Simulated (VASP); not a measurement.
Set up this calculation in VASP 6.6.1, as the native input.

```
Task                   : single point
Functional             : PBE
Dispersion             : D3(BJ)
Potentials or basis    : VASP PAW PBE potentials, release 64 (Al)
Cutoff                 : 520 eV
k mesh                 : 18 × 18 × 6
Occupations            : gaussian, width 0.15 eV
Spin                   : no spin polarisation
Dipole correction      : no
Further INCAR settings : ALGO = Fast; EDIFF = 1e-06; NBANDS = 14
```

The structure of Al lies in POSCAR:

```
Al
1.0
    2.8571965634      0.0000000000      0.0000000000
   -1.4285982817      2.4744048075      0.0000000000
    0.0000000000      0.0000000000      9.6867535088
Al
4
Direct
    0.0000000000      0.0000000000      0.0000000000
    0.3333333333      0.6666666667      0.2500000000
    0.0000000000      0.0000000000      0.5000000000
    0.6666666667      0.3333333333      0.7500000000
```

This isn't the form of Al at room conditions, which is fcc.

One way to write it, as run:

INCAR

```
SYSTEM = Al
ALGO = Fast
EDIFF = 1E-6
ENCUT = 520
GGA = PE
ISIF = 2
ISMEAR = 0
IVDW = 12
LASPH = .True.
LCHARG = .False.
LREAL = .False.
LWAVE = .False.
NBANDS = 14
NELM = 60
PREC = Accurate
SIGMA = 0.15
```

KPOINTS

```
k-points
0
Gamma
  18 18 6
  0 0 0
```

Potentials or basis: VASP PAW PBE potentials, release 64 (Al).

Run with:

```sh
$ cat potpaw_PBE.64/Al/POTCAR > POTCAR
$ mpirun -np 1 vasp_std > vasp.out
```

It gave:

The pressure is -5.4 GPa and the band gap on the k mesh is zero (bands 6 and 7 overlap by 4.79 eV). The dispersion energy per atom is -0.324 eV.

Caveat: the cell stands under tension.

Run time: 3.1 min on 1 thread of Intel Xeon 8259CL (shared host), peak memory 0.27 GiB.
